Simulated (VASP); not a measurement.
# TaN (P6_3mc) in VASP: further runs

TaN is run at these levels: PBE; tasks: single point.

Everything below comes from runs of VASP 6.6.1. Logs are shortened: lines on timing, memory, paths and dates and some standing lists are left out, and cuts for length are marked.

## 1. The cell of the first run

The structure is hexagonal, space group P6_3mc (No. 186). The conventional cell has a = 3.150 Å, b = 3.150 Å, c = 6.105 Å, α = 90.00°, β = 90.00°, γ = 120.00°. Within 2.6 Å of Ta (site symmetry 3m) lie 4 N at 1.98 to 2.11 Å. N (site symmetry 3m) has 4 Ta at 1.98 to 2.11 Å within 2.6 Å.

## 2. Single point, PBE

File INCAR:

```
SYSTEM = TaN
PREC = Accurate
ENCUT = 700
EDIFF = 1E-6
ISMEAR = 0
SIGMA = 0.1
LREAL = .FALSE.
LASPH = .TRUE.
NELM = 120
ALGO = Normal
ISIF = 2
LWAVE = .FALSE.
LCHARG = .FALSE.
GGA = PE
NBANDS = 26
GGA_COMPAT = .FALSE.
```

File KPOINTS:

```
Automatic mesh
0
G
  6 6 4
  0 0 0
```

File POSCAR:

```
TaN
1.0
    3.1504677610      0.0000000000      0.0000000000
   -1.5752338805      2.7283851148      0.0000000000
    0.0000000000      0.0000000000      6.1046116953
Ta N
2 2
Direct
    0.3333333333      0.6666666667      0.0281451412
    0.6666666667      0.3333333333      0.5281451412
    0.3333333333      0.6666666667      0.3518548588
    0.6666666667      0.3333333333      0.8518548588
```

Potentials or basis: VASP PAW PBE potentials, release 64 (Ta_sv_GW, N).

Launch:

```bash
> cat potpaw_PBE.64/Ta_sv_GW/POTCAR potpaw_PBE.64/N/POTCAR > POTCAR
> mpirun -np 1 vasp_std > vasp.out
```

OUTCAR:

```text
SYSTEM = TaN
   PREC = Accurate
   ENCUT = 700
   EDIFF = 1E-6
   ISMEAR = 0
   LREAL = .FALSE.
   LASPH = .TRUE.
   NELM = 120
   ISIF = 2
   GGA = PE

 ion  position               nearest neighbor table
   1  0.333  0.667  0.028-   3 1.98   4 2.11   4 2.11   4 2.11
   2  0.667  0.333  0.528-   4 1.98   3 2.11   3 2.11   3 2.11
   3  0.333  0.667  0.352-   1 1.98   2 2.11   2 2.11   2 2.11
   4  0.667  0.333  0.852-   2 1.98   1 2.11   1 2.11   1 2.11

  LATTYP: Found a hexagonal cell.
 ALAT       =     3.1504677610
 C/A-ratio  =     1.9376842293

  Lattice vectors:

 A1 = (   3.1504677610,   0.0000000000,   0.0000000000)
 A2 = (  -1.5752338805,   2.7283851148,   0.0000000000)
 A3 = (   0.0000000000,   0.0000000000,   6.1046116953)

Analysis of symmetry for initial positions (statically):
=====================================================================
 Subroutine PRICEL returns:
 Original cell was already a primitive cell.

 Routine SETGRP: Setting up the symmetry group for a
 hexagonal supercell.

 Subroutine GETGRP returns: Found 12 space group operations
 (whereof  6 operations were pure point group operations)
 out of a pool of 24 trial point group operations.

The static configuration has the point symmetry C_3v.
 The point group associated with its full space group is C_6v.

Analysis of symmetry for dynamics (positions and initial velocities):
=====================================================================
 Subroutine PRICEL returns:
 Original cell was already a primitive cell.

 Routine SETGRP: Setting up the symmetry group for a
 hexagonal supercell.

 Subroutine GETGRP returns: Found 12 space group operations
 (whereof  6 operations were pure point group operations)
 out of a pool of 24 trial point group operations.

The dynamic configuration has the point symmetry C_3v.
 The point group associated with its full space group is C_6v.

 Subroutine INISYM returns: Found 12 space group operations
 (whereof  6 operations are pure point group operations),
 and found     1 'primitive' translations

----------------------------------------------------------------------------------------

                                     Primitive cell

  volume of cell :      52.4733

  direct lattice vectors                    reciprocal lattice vectors
     3.150467761  0.000000000  0.000000000     0.317413183  0.183258587  0.000000000
    -1.575233880  2.728385115  0.000000000     0.000000000  0.366517173  0.000000000
     0.000000000  0.000000000  6.104611695     0.000000000  0.000000000  0.163810583

  length of vectors
     3.150467761  3.150467761  6.104611695     0.366517173  0.366517173  0.163810583

  position of ions in fractional coordinates (direct lattice)
     0.333333333  0.666666667  0.028145141
     0.666666667  0.333333333  0.528145141
     0.333333333  0.666666667  0.351854859
     0.666666667  0.333333333  0.851854859

  ion indices of the primitive-cell ions
   primitive index   ion index
                 1           1
                 2           2
                 3           3
                 4           4

----------------------------------------------------------------------------------------

 KPOINTS: Automatic mesh

Automatic generation of k-mesh.
 Grid dimensions read from file:
 generate k-points for:    6    6    4

 Generating k-lattice:

  Cartesian coordinates                     Fractional coordinates (reciprocal lattice)
     0.052902197  0.030543098  0.000000000     0.166666667  0.000000000  0.000000000
     0.000000000  0.061086196  0.000000000     0.000000000  0.166666667  0.000000000
     0.000000000  0.000000000  0.040952646     0.000000000  0.000000000  0.250000000

  Length of vectors
     0.061086196  0.061086196  0.040952646

  Shift w.r.t. Gamma in fractional coordinates (k-lattice)
     0.000000000  0.000000000  0.000000000

 Subroutine IBZKPT returns following result:
 ===========================================

 Found     21 irreducible k-points:

 Following reciprocal coordinates:
            Coordinates               Weight
  0.000000  0.000000  0.000000      1.000000
  0.166667 -0.000000  0.000000      6.000000
  0.333333 -0.000000  0.000000      6.000000
  0.500000 -0.000000  0.000000      3.000000
  0.166667  0.166667  0.000000      6.000000
  0.333333  0.166667  0.000000     12.000000
[... 13 lines left out ...]
  0.333333  0.166667  0.500000     12.000000
  0.333333  0.333333  0.500000      2.000000
   k-points           NKPTS =     21   k-points in BZ     NKDIM =     21   number of bands    NBANDS=     26
   number of dos      NEDOS =    301   number of ions     NIONS =      4
   total plane-waves  NPLWV =  42336
   dimension x,y,z NGX =    28 NGY =   28 NGZ =   54
   dimension x,y,z NGXF=    56 NGYF=   56 NGZF=  108
   ions per type =               2   2
   NGX,Y,Z   is equivalent  to a cutoff of  14.78, 14.78, 14.71 a.u.
   NGXF,Y,Z  is equivalent  to a cutoff of  29.55, 29.55, 29.41 a.u.
 SYSTEM =  TaN
   PREC   = accura    normal or accurate (medium, high low for compatibility)
   ISTART =      0    job   : 0-new  1-cont  2-samecut
   ICHARG =      2    charge: 1-file 2-atom 10-const
   ISPIN  =      1    spin polarized calculation?
   LNONCOLLINEAR =      F non collinear calculations
   LSORBIT =      F    spin-orbit coupling
   LASPH  =      T    aspherical Exc in radial PAW
   ENCUT  =  700.0 eV  51.45 Ry    7.17 a.u.   6.80  6.80 13.17*2*pi/ulx,y,z
   NELM   =    120;   NELMIN=  2; NELMDL= -5     # of ELM steps
   EDIFF  = 0.1E-05   stopping-criterion for ELM
   LREAL  =      F    real-space projection
   EDIFFG = 0.1E-04   stopping-criterion for IOM
   NSW    =      0    number of steps for IOM
   IBRION =     -1    ionic relax: 0-MD 1-quasi-New 2-CG
   NFREE  =      0    steps in history (QN), initial steepest desc. (CG)
   ISIF   =      2    stress and relaxation
   ISYM   =      2    0-nonsym 1-usesym 2-fastsym
   POTIM  = 0.5000    time-step for ionic-motion
   TEBEG  =    0.0;   TEEND  =   0.0 temperature during run
   PSTRESS=    0.0 pullay stress
   NELECT =      36.0000    total number of electrons
   NUPDOWN=      -1.0000    fix difference up-down
   EMIN   =  10.00;   EMAX   =-10.00  energy-range for DOS
   EFERMI =   0.00;   METHOD = LEGACY
   ISMEAR =     0;   SIGMA  =   0.10  broadening in eV -4-tet -1-fermi 0-gaus
   EFERMI_NEDOS =   21; number of points for ismear=-14 and -15
   IALGO  =     38    algorithm
   IMIX   =      4    mixing-type and parameters
     AMIX     =   0.40;   BMIX     =  1.00
     AMIX_MAG =   1.60;   BMIX_MAG =  1.00
  volume/ion in A,a.u.               =      13.12        88.53
  Fermi-wavevector in a.u.,A,eV,Ry     =   1.443874  2.728527 28.365062  2.084773
  Thomas-Fermi vector in A             =   2.562233
   LORBIT       =      0    0 simple, 1 ext, 2 COOP (PROOUT), +10 PAW based schemes
   GGA     = PE    functional components
   LHFCALC =     F    Hartree Fock is set to
   AEXX    =    0.0000 exact exchange contribution
   IVDW    =     0    specifies the selected vdW correction
   LEPSILON=     F    determine dielectric tensor
   LRPA    =     F    only Hartree local field effects (RPA)
 non-spin polarized calculation
 Gauss-broadening in eV      SIGMA  =   0.10
  energy-cutoff  :      700.00
  volume of cell :       52.47
 maximum number of plane-waves:      2232
 NGX is ok and might be reduce to    28
   NGX = 13   NGY = 13   NGZ = 27

 number of electron      36.0000000 magnetization

 Free energy of the ion-electron system (eV)
  ---------------------------------------------------
  ext. energy  EPLUGINS =         0.00000000
  ---------------------------------------------------
  free energy    TOTEN  =       -48.43095835 eV

  energy without entropy =      -48.42891708  energy(sigma->0) =      -48.42993771

 E-fermi :   9.9464     XC(G=0): -12.3834

 val. band max:        9.7057425424   @ k =   0.0000   0.0000   0.2500
 cond. band min:       9.9568157646   @ k =   0.3333   0.3333   0.0000
 fundamental gap:      0.2510732221
 Fermi energy:         9.9464010633

 k-point     1 :       0.0000    0.0000    0.0000
  band No.  band energies     occupation
      1     -58.8922      2.00000
      2     -58.8825      2.00000
      3     -25.7006      2.00000
      4     -25.3724      2.00000
      5     -25.1277      2.00000
      6     -25.1277      2.00000
[... 18 lines left out ...]
     25      14.9807      0.00000
     26      16.4147      0.00000

 k-point     2 :       0.1667   -0.0000    0.0000
  band No.  band energies     occupation
      1     -58.8841      2.00000
      2     -58.8755      2.00000
      3     -25.6615      2.00000
      4     -25.3702      2.00000
      5     -25.2614      2.00000
      6     -25.2384      2.00000
[... 18 lines left out ...]
     25      15.6236      0.00000
     26      16.5301      0.00000

 k-point     3 :       0.3333   -0.0000    0.0000
  band No.  band energies     occupation
      1     -58.8675      2.00000
      2     -58.8620      2.00000
      3     -25.5928      2.00000
      4     -25.5134      2.00000
      5     -25.4924      2.00000
      6     -25.3743      2.00000
[... 18 lines left out ...]
     25      15.3062      0.00000
     26      16.4104      0.00000

 k-point     4 :       0.5000   -0.0000    0.0000
  band No.  band energies     occupation
      1     -58.8588      2.00000
      2     -58.8556      2.00000
      3     -25.6687      2.00000
      4     -25.6327      2.00000
      5     -25.4912      2.00000
      6     -25.3918      2.00000
[... 18 lines left out ...]
     25      14.5133      0.00000
     26      15.7633      0.00000
[... 409 lines left out ...]
      1     -58.8685      2.00000
      2     -58.8685      2.00000
      3     -25.5241      2.00000
      4     -25.5241      2.00000
      5     -25.3848      2.00000
      6     -25.3848      2.00000
[... 18 lines left out ...]
     25      15.4582      0.00000
     26      15.4582      0.00000

 k-point    20 :       0.3333    0.1667    0.5000
  band No.  band energies     occupation
      1     -58.8572      2.00000
      2     -58.8572      2.00000
      3     -25.6116      2.00000
      4     -25.6116      2.00000
      5     -25.4191      2.00000
      6     -25.4191      2.00000
[... 18 lines left out ...]
     25      15.5767      0.00000
     26      15.5767      0.00000

 k-point    21 :       0.3333    0.3333    0.5000
  band No.  band energies     occupation
      1     -58.8534      2.00000
      2     -58.8534      2.00000
      3     -25.5650      2.00000
      4     -25.5650      2.00000
      5     -25.4500      2.00000
      6     -25.4500      2.00000
[... 18 lines left out ...]
     25      16.1190      0.00000
     26      16.1190      0.00000

------------------------ aborting loop because EDIFF is reached ----------------------------------------

  FORCE on cell =-STRESS in cart. coord.  units (eV):
  Direction    XX          YY          ZZ          XY          YZ          ZX
  --------------------------------------------------------------------------------------
  -------------------------------------------------------------------------------------
  Total       -0.0186719     -0.0186719      0.0669586      0.0000000      0.0000000      0.0000000
  in kB       -0.5701132     -0.5701132      2.0444586      0.0000000      0.0000000      0.0000000
  external PRESSURE =       0.3014107 kB  Pullay stress =       0.0000000 kB

 VOLUME and BASIS-vectors are now :
 -----------------------------------------------------------------------------
  energy-cutoff  :      700.00
  volume of cell :       52.47
      direct lattice vectors                 reciprocal lattice vectors
     3.150467761  0.000000000  0.000000000     0.317413183  0.183258587  0.000000000
    -1.575233880  2.728385115  0.000000000     0.000000000  0.366517173  0.000000000
     0.000000000  0.000000000  6.104611695     0.000000000  0.000000000  0.163810583

 POSITION                                       TOTAL-FORCE (eV/Angst)
 -----------------------------------------------------------------------------------
     -0.00000      1.81892      0.17182        -0.000000      0.000000     -0.014158
      1.57523      0.90946      3.22412         0.000000      0.000000     -0.014158
     -0.00000      1.81892      2.14794         0.000000      0.000000      0.014158
      1.57523      0.90946      5.20024        -0.000000     -0.000000      0.014158
 -----------------------------------------------------------------------------------
    total drift:                               -0.000001      0.000000     -0.000902

  FREE ENERGIE OF THE ION-ELECTRON SYSTEM (eV)
  ---------------------------------------------------
  free  energy   TOTEN  =       -48.4309583495 eV

  energy  without entropy=      -48.4289170799  energy(sigma->0) =      -48.42993771
```

Wall time 57 s (1 thread of Intel Xeon Platinum 8259CL at 2.50GHz (Skylake/Cascade Lake), shared host); peak memory 0.21 GiB.

Results:

```
Free energy            : -48.4310 eV
Pressure               : 0.0 GPa
Largest force          : 0.014 eV/Å
Band gap on the k mesh : zero (bands 18 and 19 overlap by 0.11 eV)
```

Forces in eV/Å, atoms in the order of the input:
```
Ta   0.000  0.000 -0.014
Ta   0.000  0.000 -0.014
N    0.000  0.000  0.014
N    0.000  0.000  0.014
```

Caveat: the k points lie up to 0.38 Å⁻¹ apart; spin-orbit coupling is left out, which moves the levels of the heavy elements.

## 3. Single point, PBE

INCAR is that of step 2.

File KPOINTS:

```
regular mesh
0
G
  18 18 8
  0 0 0
```

File POSCAR:

```
TaN
1.0
    3.1519905574      0.0000000000      0.0000000000
   -1.5759952787      2.7297038952      0.0000000000
    0.0000000000      0.0000000000      6.1043197512
Ta N
2 2
Direct
    0.3333333333      0.6666666667      0.0280211558
    0.6666666667      0.3333333333      0.5280211558
    0.3333333333      0.6666666667      0.3519788442
    0.6666666667      0.3333333333      0.8519788442
```

Potentials or basis: VASP PAW PBE potentials, release 64 (Ta_sv_GW, N).

Launch:

```bash
> cat potpaw_PBE.64/Ta_sv_GW/POTCAR potpaw_PBE.64/N/POTCAR > POTCAR
> mpirun -np 1 vasp_std > vasp.out
```

Run time: 8.3 min. Hardware: 1 thread of Intel Xeon Platinum 8259CL at 2.50GHz (Skylake/Cascade Lake), shared host; peak memory 0.46 GiB.

Results (log left out):

```yaml
Free_energy: -48.4245 eV
Pressure: 0.0 GPa
Largest_force: 0.007 eV/Å
Band_gap_on_the_k_mesh: zero (bands 18 and 19 overlap by 0.42 eV)
```

Forces on the atoms (eV/Å):
```
Ta   0.000  0.000 -0.007
Ta   0.000  0.000 -0.007
N    0.000  0.000  0.007
N    0.000  0.000  0.007
```

Stress tensor (GPa, compression positive):
```
-0.12  0.00  0.00
 0.00 -0.12  0.00
 0.00  0.00  0.14
```

Levels at points of the mesh, in eV from the Fermi level:
```
           k point  band 16  band 17  band 18  band 19  band 20  band 21
(0.00, 0.00, 0.00)    -4.47    -0.86    -0.70     0.15     0.15     2.17
(0.50, 0.00, 0.00)    -3.67    -2.28    -0.50     1.17     2.14     2.63
(0.00, 0.00, 0.50)    -4.95     0.18     0.18     0.97     0.97     0.97
(0.50, 0.00, 0.50)    -4.75    -0.92    -0.92     1.47     1.47     3.27
```

Caveat: spin-orbit coupling is left out, which moves the levels of the heavy elements.

The gap in the log of VASP goes by the Fermi energy; the results here count the filled bands.